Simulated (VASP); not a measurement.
# GaP (F-43m) in VASP: notebook

The runs below take GaP through single point, relaxation of cell and atoms, with LDA, PBEsol+D3(BJ), BLYP.

All numbers are computed with VASP 6.6.1; they aren't measurements. Logs are shortened: lines on timing, memory, paths and dates and some standing lists are left out, and cuts for length are marked.

**What was measured.**

“Stacking defects in GaP nanowires: Electronic structure and optical properties”, 2018, arxiv:1810.01194 quotes, for a bulk crystal of GaP at 10 K: band gap 2.34 eV (indirect).

How close the calculation comes is told below.

## 1. The cell of the first run

The structure is cubic, space group F-43m (No. 216). The conventional cell has a = 5.392 Å, b = 5.392 Å, c = 5.392 Å, α = 90.00°, β = 90.00°, γ = 90.00°. Ga (site symmetry -43m) has 4 P at 2.33 Å within 3.1 Å. Within 3.1 Å of P (site symmetry -43m) lie 4 Ga at 2.33 Å.

## 2. Single point, LDA

Contents of INCAR:

```
SYSTEM = GaP
  ALGO = Normal
  EDIFF = 1E-6
  ENCUT = 520
  ISIF = 2
  ISMEAR = -1
  LASPH = .True.
  LCHARG = .False.
  LREAL = .False.
  LWAVE = .False.
  NBANDS = 16
  NELM = 80
  PREC = Accurate
  SIGMA = 0.05
```

Contents of KPOINTS:

```
k-points
0
Gamma
  8 8 8
  0 0 0
```

Contents of POSCAR:

```
GaP
1.0
    0.0000000000      2.6957961251      2.6957961251
    2.6957961251      0.0000000000      2.6957961251
    2.6957961251      2.6957961251      0.0000000000
Ga P
1 1
Direct
    0.0000000000      0.0000000000      0.0000000000
    0.7500000000      0.7500000000      0.7500000000
```

Potentials or basis: VASP PAW LDA potentials, release 64 (Ga_d, P).

On the command line:

```bash
> cat potpaw_LDA.64/Ga_d/POTCAR potpaw_LDA.64/P/POTCAR > POTCAR
> mpirun -np 1 vasp_std > vasp.out
```

OUTCAR:

```text
SYSTEM = GaP
   EDIFF = 1E-6
   ENCUT = 520
   ISIF = 2
   ISMEAR = -1
   LASPH = .True.
   LREAL = .False.
   NELM = 80
   PREC = Accurate

 ion  position               nearest neighbor table
   1  0.000  0.000  0.000-   2 2.33   2 2.33   2 2.33   2 2.33
   2  0.750  0.750  0.750-   1 2.33   1 2.33   1 2.33   1 2.33

  LATTYP: Found a face centered cubic cell.
 ALAT       =     5.3915922502

  Lattice vectors:

 A1 = (   0.0000000000,   2.6957961251,   2.6957961251)
 A2 = (   2.6957961251,   0.0000000000,   2.6957961251)
 A3 = (   2.6957961251,   2.6957961251,   0.0000000000)

Analysis of symmetry for initial positions (statically):
[... 5 lines left out ...]
 face centered cubic supercell.

 Subroutine GETGRP returns: Found 24 space group operations
 (whereof 24 operations were pure point group operations)
 out of a pool of 48 trial point group operations.

The static configuration has the point symmetry T_d .

Analysis of symmetry for dynamics (positions and initial velocities):
[... 5 lines left out ...]
 face centered cubic supercell.

 Subroutine GETGRP returns: Found 24 space group operations
 (whereof 24 operations were pure point group operations)
 out of a pool of 48 trial point group operations.

The dynamic configuration has the point symmetry T_d .

 Subroutine INISYM returns: Found 24 space group operations
 (whereof 24 operations are pure point group operations),
 and found     1 'primitive' translations

----------------------------------------------------------------------------------------

                                     Primitive cell

  volume of cell :      39.1824

  direct lattice vectors                    reciprocal lattice vectors
     0.000000000  2.695796125  2.695796125    -0.185473966  0.185473966  0.185473966
     2.695796125  0.000000000  2.695796125     0.185473966 -0.185473966  0.185473966
     2.695796125  2.695796125  0.000000000     0.185473966  0.185473966 -0.185473966

  length of vectors
     3.812431442  3.812431442  3.812431442     0.321250333  0.321250333  0.321250333

  position of ions in fractional coordinates (direct lattice)
     0.000000000  0.000000000  0.000000000
     0.750000000  0.750000000  0.750000000

  ion indices of the primitive-cell ions
   primitive index   ion index
                 1           1
                 2           2

----------------------------------------------------------------------------------------

 KPOINTS: k-points
[... 58 lines left out ...]
 SYSTEM =  GaP
   PREC   = accura    normal or accurate (medium, high low for compatibility)
   ISTART =      0    job   : 0-new  1-cont  2-samecut
   ICHARG =      2    charge: 1-file 2-atom 10-const
   ISPIN  =      1    spin polarized calculation?
   LNONCOLLINEAR =      F non collinear calculations
   LSORBIT =      F    spin-orbit coupling
   LASPH  =      T    aspherical Exc in radial PAW
   ENCUT  =  520.0 eV  38.22 Ry    6.18 a.u.   7.09  7.09  7.09*2*pi/ulx,y,z
   NELM   =     80;   NELMIN=  2; NELMDL= -5     # of ELM steps
   EDIFF  = 0.1E-05   stopping-criterion for ELM
   LREAL  =      F    real-space projection
   EDIFFG = 0.1E-04   stopping-criterion for IOM
   NSW    =      0    number of steps for IOM
   IBRION =     -1    ionic relax: 0-MD 1-quasi-New 2-CG
   NFREE  =      0    steps in history (QN), initial steepest desc. (CG)
   ISIF   =      2    stress and relaxation
   ISYM   =      2    0-nonsym 1-usesym 2-fastsym
   POTIM  = 0.5000    time-step for ionic-motion
   TEBEG  =    0.0;   TEEND  =   0.0 temperature during run
   PSTRESS=    0.0 pullay stress
   NELECT =      18.0000    total number of electrons
   NUPDOWN=      -1.0000    fix difference up-down
   EMIN   =  10.00;   EMAX   =-10.00  energy-range for DOS
   EFERMI =   0.00;   METHOD = LEGACY
   ISMEAR =    -1;   SIGMA  =   0.05  broadening in eV -4-tet -1-fermi 0-gaus
   EFERMI_NEDOS =   21; number of points for ismear=-14 and -15
   IALGO  =     38    algorithm
   IMIX   =      4    mixing-type and parameters
     AMIX     =   0.40;   BMIX     =  1.00
     AMIX_MAG =   1.60;   BMIX_MAG =  1.00
  volume/ion in A,a.u.               =      19.59       132.21
  Fermi-wavevector in a.u.,A,eV,Ry     =   1.263190  2.387083 21.710117  1.595649
  Thomas-Fermi vector in A             =   2.396559
   LORBIT       =      0    0 simple, 1 ext, 2 COOP (PROOUT), +10 PAW based schemes
   GGA     = CA    functional components
   LHFCALC =     F    Hartree Fock is set to
   AEXX    =    0.0000 exact exchange contribution
   IVDW    =     0    specifies the selected vdW correction
   LEPSILON=     F    determine dielectric tensor
   LRPA    =     F    only Hartree local field effects (RPA)
 non-spin polarized calculation
  energy-cutoff  :      520.00
  volume of cell :       39.18
 maximum number of plane-waves:      1067
   NGX = 15   NGY = 15   NGZ = 15

 number of electron      17.9999998 magnetization

 Free energy of the ion-electron system (eV)
  ---------------------------------------------------
  ext. energy  EPLUGINS =         0.00000000
  ---------------------------------------------------
  free energy    TOTEN  =       -10.45077100 eV

  energy without entropy =      -10.45077098  energy(sigma->0) =      -10.45077099

 E-fermi :   5.5385     XC(G=0): -10.3101

 val. band max:        4.8467366416   @ k =   0.0000   0.0000   0.0000
 cond. band min:       6.2767737512   @ k =   0.5000   0.5000   0.0000
 fundamental gap:      1.4300371095
 Fermi energy:         5.5385116274

 k-point     1 :       0.0000    0.0000    0.0000
  band No.  band energies     occupation
      1      -9.9187      2.00000
      2      -9.9187      2.00000
      3      -9.9187      2.00000
      4      -9.8104      2.00000
      5      -9.8104      2.00000
      6      -7.9125      2.00000
[... 433 lines left out ...]
      3      -9.8717      2.00000
      4      -9.8165      2.00000
      5      -9.8024      2.00000
      6      -5.2888      2.00000
[... 8 lines left out ...]
     15      16.8421      0.00000
     16      17.4306      0.00000

 [... further k-points ...]
[... 5 lines left out ...]
  --------------------------------------------------------------------------------------
  -------------------------------------------------------------------------------------
  Total        0.0151550      0.0151550      0.0151550      0.0000000     -0.0000000      0.0000000
  in kB        0.6196929      0.6196929      0.6196929      0.0000000     -0.0000000      0.0000000
  external PRESSURE =       0.6196929 kB  Pullay stress =       0.0000000 kB

 VOLUME and BASIS-vectors are now :
 -----------------------------------------------------------------------------
  energy-cutoff  :      520.00
  volume of cell :       39.18
      direct lattice vectors                 reciprocal lattice vectors
     0.000000000  2.695796125  2.695796125    -0.185473966  0.185473966  0.185473966
     2.695796125  0.000000000  2.695796125     0.185473966 -0.185473966  0.185473966
     2.695796125  2.695796125  0.000000000     0.185473966  0.185473966 -0.185473966

 POSITION                                       TOTAL-FORCE (eV/Angst)
 -----------------------------------------------------------------------------------
      0.00000      0.00000      0.00000        -0.000000     -0.000000     -0.000000
      4.04369      4.04369      4.04369         0.000000      0.000000      0.000000
 -----------------------------------------------------------------------------------
    total drift:                               -0.000000     -0.000000     -0.000000

  FREE ENERGIE OF THE ION-ELECTRON SYSTEM (eV)
  ---------------------------------------------------
  free  energy   TOTEN  =       -10.4507709979 eV

  energy  without entropy=      -10.4507709791  energy(sigma->0) =      -10.45077099
```

OSZICAR:

```text
N       E                     dE             d eps       ncg     rms          rms(c)
DAV:   1     0.820408119594E+02    0.82041E+02   -0.91068E+03   960   0.163E+03
DAV:   2    -0.426278523520E+01   -0.86304E+02   -0.82198E+02  1040   0.321E+02
DAV:   3    -0.106775524095E+02   -0.64148E+01   -0.63930E+01  1168   0.673E+01
DAV:   4    -0.107829489071E+02   -0.10540E+00   -0.10537E+00  1128   0.924E+00
DAV:   5    -0.107850873978E+02   -0.21385E-02   -0.21384E-02  1192   0.119E+00    0.449E+00
DAV:   6    -0.105062351920E+02    0.27885E+00   -0.36635E-01  1416   0.106E+01    0.289E+00
DAV:   7    -0.104555090947E+02    0.50726E-01   -0.89678E-02  1272   0.212E+00    0.108E+00
DAV:   8    -0.104508085599E+02    0.47005E-02   -0.11800E-02  1112   0.120E+00    0.210E-01
DAV:   9    -0.104507662925E+02    0.42267E-04   -0.10132E-03  1328   0.411E-01    0.618E-02
DAV:  10    -0.104507650767E+02    0.12158E-05   -0.58367E-05  1416   0.902E-02    0.264E-02
DAV:  11    -0.104507712841E+02   -0.62074E-05   -0.99219E-06  1184   0.466E-02    0.856E-03
DAV:  12    -0.104507709979E+02    0.28626E-06   -0.53214E-07   808   0.867E-03
   1 F= -.10450771E+02 E0= -.10450771E+02  d E =-.188026E-07
```

stdout:

```text
POSCAR found type information on POSCAR GaP
 POSCAR found :  2 types and       2 ions
 scaLAPACK will be used
 LDA part: xc-table for (Slater(with rela. corr.)+CA(PZ))
 , standard interpolation
 POSCAR, INCAR and KPOINTS ok, starting setup
 FFT: planning ... GRIDC
 FFT: planning ... GRID_SOFT
 FFT: planning ... GRID
 WAVECAR not read
 entering main loop
```

Wall time 8.3 s (1 thread of Intel Xeon 6975P-C (Granite Rapids), shared host); peak memory 0.14 GiB.

Results:

- Free energy: -10.4508 eV
- Pressure: 0.1 GPa
- Band gap on the k mesh: 1.43 eV, indirect (least direct gap 1.91 eV)

## 3. Single point, PBEsol+D3(BJ)

Contents of INCAR:

```
SYSTEM = GaP
ALGO     = Normal         ! electronic algorithm
EDIFF    = 1E-6           ! SCF threshold, eV
ENCUT    = 520            ! plane-wave cutoff, eV
GGA      = PS             ! functional
ISIF     = 2              ! what is computed and relaxed
ISMEAR   = -1             ! smearing method
IVDW     = 12             ! dispersion correction
LASPH    = .True.         ! aspherical terms in the spheres
LCHARG   = .False.        ! write CHGCAR
LREAL    = .False.        ! projectors in reciprocal space
LWAVE    = .False.        ! write WAVECAR
NBANDS   = 16             ! bands
NELM     = 100            ! most SCF steps
PREC     = Accurate       ! precision mode
SIGMA    = 0.05           ! smearing width, eV
```

KPOINTS is that of step 2.

Contents of POSCAR:

```
GaP
1.0
    0.0000000000      2.6954810572      2.6954810572
    2.6954810572      0.0000000000      2.6954810572
    2.6954810572      2.6954810572      0.0000000000
Ga P
1 1
Direct
    0.0000000000      0.0000000000      0.0000000000
    0.7500000000      0.7500000000      0.7500000000
```

Potentials or basis: VASP PAW PBE potentials, release 64 (Ga_d, P).

On the command line:

```bash
> cat potpaw_PBE.64/Ga_d/POTCAR potpaw_PBE.64/P/POTCAR > POTCAR
> mpirun -np 1 vasp_std > vasp.out
```

Wall time 11 s (1 thread of Intel Xeon 6975P-C (Granite Rapids), shared host); peak memory 0.16 GiB.

The run converged. Its results:

- Free energy: -10.4952 eV
- Pressure: -0.1 GPa
- Band gap on the k mesh: 1.45 eV, indirect (least direct gap 2.02 eV)
- Dispersion energy per atom: -0.291 eV

Levels at points of the mesh, in eV from the valence-band top:
```tsv
k point	band 5	band 6	band 7	band 8	band 9	band 10	band 11	band 12	band 13	band 14
(0.00, 0.00, 0.00)	-14.49	-12.78	0.00	0.00	0.00	2.02	3.82	3.82	3.82	8.71
(0.50, 0.00, 0.00)	-14.48	-10.58	-6.89	-1.18	-1.18	1.69	4.64	4.64	8.14	10.98
(0.50, 0.50, 0.00)	-14.47	-9.62	-6.97	-2.83	-2.83	1.45	1.68	10.80	10.80	11.39
```

Caveat: the PAW data sets were made with another functional, which shifts forces and pressure a little.

(Continued in part 2 of 2.)
